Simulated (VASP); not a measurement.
A run of VASP 6.6.1 is set up as follows.

The input INCAR:

```
SYSTEM = Re
ALGO     = Normal         ! electronic algorithm
EDIFF    = 1E-7           ! SCF threshold, eV
ENCUT    = 520            ! plane-wave cutoff, eV
GGA      = CA             ! functional
ISIF     = 2              ! what is computed and relaxed
ISMEAR   = -1             ! smearing method
LASPH    = .TRUE.         ! aspherical terms in the spheres
LCHARG   = .TRUE.         ! write CHGCAR
LELF     = .TRUE.         ! ELF
LREAL    = .FALSE.        ! projectors in reciprocal space
LVHAR    = .TRUE.       
LWAVE    = .FALSE.        ! write WAVECAR
NBANDS   = 14             ! bands
NELM     = 80             ! most SCF steps
PREC     = Accurate       ! precision mode
SIGMA    = 0.15           ! smearing width, eV
```

KPOINTS

```
k-points
0
G
  10 10 5
  0 0 0
```

The input POSCAR:

```
Re
1.0
    2.7108197519      0.0000000000      0.0000000000
   -1.3554098760      2.3476388343      0.0000000000
    0.0000000000      0.0000000000      4.3774908063
Re
2
Direct
    0.3333333333      0.6666666667      0.2500000000
    0.6666666667      0.3333333333      0.7500000000
```

Potentials or basis: VASP PAW LDA potentials, release 64 (Re).

Run with:

```console
$ cat potpaw_LDA.64/Re/POTCAR > POTCAR
$ mpirun -np 1 vasp_std > vasp.out
```

Estimate the band gap on the k mesh.

zero (band 7 reaches 9.95 eV, above the bottom of band 8 at 6.87 eV).

Predict the pressure.

14.5 GPa.

Stress tensor (GPa, compression positive):
```
15.25  0.00  0.00
 0.00 15.25  0.00
 0.00  0.00 13.02
```

Caveat: spin-orbit coupling is left out, which moves the levels of the heavy elements.
